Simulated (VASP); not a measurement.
## BeS: relaxation of cell and atoms with PBEsol

BeS:

```xyz
2
Lattice="0.0000 2.4350 2.4350 2.4350 0.0000 2.4350 2.4350 2.4350 0.0000" Properties=species:S:1:pos:R:3 pbc="T T T"
Be    0.0000    0.0000    0.0000
S     1.2175    1.2175    1.2175
```

- Program: VASP 6.6.1
- Task: relaxation of cell and atoms
- Functional: PBEsol
- Potentials or basis: VASP PAW PBE potentials, release 64 (Be, S)
- Cutoff: 600 eV
- k mesh: 10 × 10 × 10
- Occupations: gaussian, width 0.02 eV
- Spin: no spin polarisation
- Dipole correction: no
- Further INCAR settings: ALGO = Normal; EDIFF = 1e-07; IBRION = 2; EDIFFG = -0.002; NSW = 100; ISIF = 3

| Item | Value |
| --- | --- |
| Relaxed volume | 14.18 Å³/atom |
| Relaxed cell | a = 3.423 Å, b = 3.423 Å, c = 3.423 Å, α = 60.00°, β = 60.00°, γ = 60.00° |
| Space group after relaxing (to 0.1 Å) | F-43m (No. 216) |
| Energy gained by relaxing | 1.4 meV/atom |
| Ionic steps | 3 |
| Pressure after relaxing | 0.0 GPa |
| Band gap on the k mesh | 2.92 eV (least direct gap 5.61 eV) |

The path:
```tsv
step	energy change (eV)	largest force (eV/Å)	pressure (GPa)	volume (Å³)
1	0.0000	0.0000	-1.68	28.88
2	-0.0026	0.0000	0.40	28.25
3	-0.0027	0.0000	0.00	28.36
```

Final structure:
```
CELL_PARAMETERS angstrom
0.00000 2.42050 2.42050
2.42050 0.00000 2.42050
2.42050 2.42050 0.00000
ATOMIC_POSITIONS crystal
Be 0.00000 0.00000 0.00000
S 0.25000 0.25000 0.25000
```

Levels at points of the mesh, in eV from the valence-band top:
```csv
k point,band 1,band 2,band 3,band 4,band 5,band 6,band 7,band 8
"(0.00, 0.00, 0.00)",-13.76,0.00,0.00,0.00,5.61,5.61,5.61,5.75
"(0.50, 0.00, 0.00)",-12.11,-5.90,-1.05,-1.05,5.40,6.48,6.48,11.00
"(0.50, 0.50, 0.00)",-11.55,-5.10,-2.69,-2.69,2.92,4.81,12.79,12.79
```

It took 45 s on 1 thread of Intel Xeon 8259CL, with other jobs on the host, peak memory 0.16 GiB.

Caveat: the PAW data sets were made with another functional, which shifts forces and pressure a little. A k mesh can miss the band edges.
